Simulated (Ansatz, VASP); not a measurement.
One calculation of ZnO, two programs

The input POSCAR:

```
ZnO
1.0
    3.2500000000      0.0000000000      0.0000000000
   -1.6250000000      2.8145825623      0.0000000000
    0.0000000000      0.0000000000      5.2050000000
Zn O
2 2
Direct
    0.3333333333      0.6666666667      0.0000000000
    0.6666666667      0.3333333333      0.5000000000
    0.3333333333      0.6666666667      0.5000000000
    0.6666666667      0.3333333333      1.0000000000
```

INCAR.step1

```
ALGO = Normal
EDIFF = 1E-5
EDIFFG = -0.005
ENCUT = 660
GGA = PE
GGA_COMPAT = False
IBRION = 2
ISIF = 3
ISMEAR = 0
LASPH = True
LCHARG = False
LREAL = False
LWAVE = True
NELM = 120
NELMIN = 4
NSW = 100
PREC = Accurate
SIGMA = 0.02
```

INCAR.step2

```
ALGO = Normal
EDIFF = 1E-7
EDIFFG = -0.002
ENCUT = 660
GGA_COMPAT = False
IBRION = 2
ISIF = 3
ISMEAR = 0
ISTART = 1
LASPH = True
LCHARG = False
LMIXTAU = True
LREAL = False
LWAVE = False
METAGGA = R2SCAN
NELM = 120
NELMIN = 4
NSW = 100
PREC = Accurate
SIGMA = 0.02
```

The input KPOINTS:

```
k-points
0
Gamma
  12 12 8
```

Input for Ansatz:

```yaml
crystal:
  lattice:
    - [3.25, 0.0, 0.0]
    - [-1.625, 2.8145825623, 0.0]
    - [0.0, 0.0, 5.205]
  atoms:
    - { symbol: Zn, position: [0.3333333333, 0.6666666667, 0.0] }
    - { symbol: Zn, position: [0.6666666667, 0.3333333333, 0.5] }
    - { symbol: O, position: [0.3333333333, 0.6666666667, 0.5] }
    - { symbol: O, position: [0.6666666667, 0.3333333333, 1.0] }
basis:
  ecutwfc: 600.0
kpoints:
  mp_grid: { grid: [12, 12, 8] }
hamiltonian:
  xc: r2scan
  pseudopotentials: { kind: paw, azcp: { folder: soft_1 } }
scf:
  occupations: { method: gaussian, width: 0.02 }
output:
  forces: true
  stress: true
  eigenvalues: true
  write_density: true
  write_potential: true
  elf: true
  volumetric_format: npy
relax:
  adjacent_minimum: "off"
  f_tol: 0.002
  max_steps: 80
  cell: { stress_tol: 0.02 }
```

Alike in both runs: task relaxation of cell and atoms; functional r2SCAN; k mesh 12 × 12 × 8; occupations gaussian, width 0.02 eV; no spin polarisation.

```csv
,VASP,Ansatz
version,VASP 6.6.1,Ansatz 0.2.0
potentials or method,"VASP PAW PBE potentials, release 64 (Zn, O), cutoff 660 eV","scalar-relativistic, plane waves, PAW"
valence electrons in the cell,36,36
```

|  | VASP | Ansatz | Ansatz less VASP |
| --- | --- | --- | --- |
| gap on the k mesh at the Fermi level, each at its own relaxed structure (eV) | 1.47 | 1.48 | +0.015 |
| relaxed volume (Å³/atom) | 11.38 | 11.31 | -0.069 |
| relaxed length of the cell vector where the two differ most in proportion (Å) | 4.488 | 4.474 | -0.0143 |

VASP's potentials were made for PBE, not for r2SCAN.
